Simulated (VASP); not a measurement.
Wanted: the native input for a VASP 6.6.1 run.

| Quantity | Value |
| --- | --- |
| Task | single point |
| Functional | PBE |
| Potentials or basis | VASP PAW PBE potentials, release 64 (Ba_sv, Ti_sv, O) |
| Cutoff | 520 eV |
| k mesh | 6 × 6 × 6 |
| Occupations | fermi-dirac, width 0.02 eV |
| Spin | no spin polarisation |
| Dipole correction | no |
| Further INCAR settings | ALGO = Normal; EDIFF = 1e-06; NBANDS = 28 |

The structure of BaTiO3 lies in POSCAR:

```
BaTiO3
1.0
    3.8528794582      0.0000000000      0.0000000000
    0.0000000000      3.8528794582      0.0000000000
    0.0000000000      0.0000000000      4.3707941629
Ba Ti O
1 1 3
Direct
    0.5000000000      0.5000000000      0.6008900113
    0.0000000000      0.0000000000      0.1179582154
    0.0000000000      0.5000000000      0.0559765015
    0.5000000000      0.0000000000      0.0559765015
    0.0000000000      0.0000000000      0.5291957603
```

This cell differs from its parent crystal: epitaxial xy strain -3.0%.

These files were run (other wordings do the same):

INCAR

```
SYSTEM = BaTiO3
  PREC = Accurate
  ENCUT = 520
  EDIFF = 1E-6
  ISMEAR = -1
  SIGMA = 0.02
  LREAL = .FALSE.
  LASPH = .TRUE.
  NELM = 60
  ALGO = Normal
  ISIF = 2
  LWAVE = .FALSE.
  LCHARG = .FALSE.
  GGA = PE
  NBANDS = 28
```

KPOINTS

```
regular mesh
0
G
  6 6 6
  0 0 0
```

Potentials or basis: VASP PAW PBE potentials, release 64 (Ba_sv, Ti_sv, O).

Run with:

```bash
$ cat potpaw_PBE.64/Ba_sv/POTCAR potpaw_PBE.64/Ti_sv/POTCAR potpaw_PBE.64/O/POTCAR > POTCAR
$ mpirun -np 1 vasp_std > vasp.out
```

It gave:

```yaml
Pressure: 10.1 GPa
Largest_force: 0.241 eV/Å
Band_gap_on_the_k_mesh: 1.89 eV, indirect (least direct gap 2.64 eV)
```

Caveat: the cell differs from its parent crystal (epitaxial xy strain -3.0%); spin-orbit coupling is left out, which moves the levels of the heavy elements.

Wall time 71 s on 1 thread of AMD EPYC 7R13 Processor (Zen 3), with other jobs on the host, peak memory 0.19 GiB.
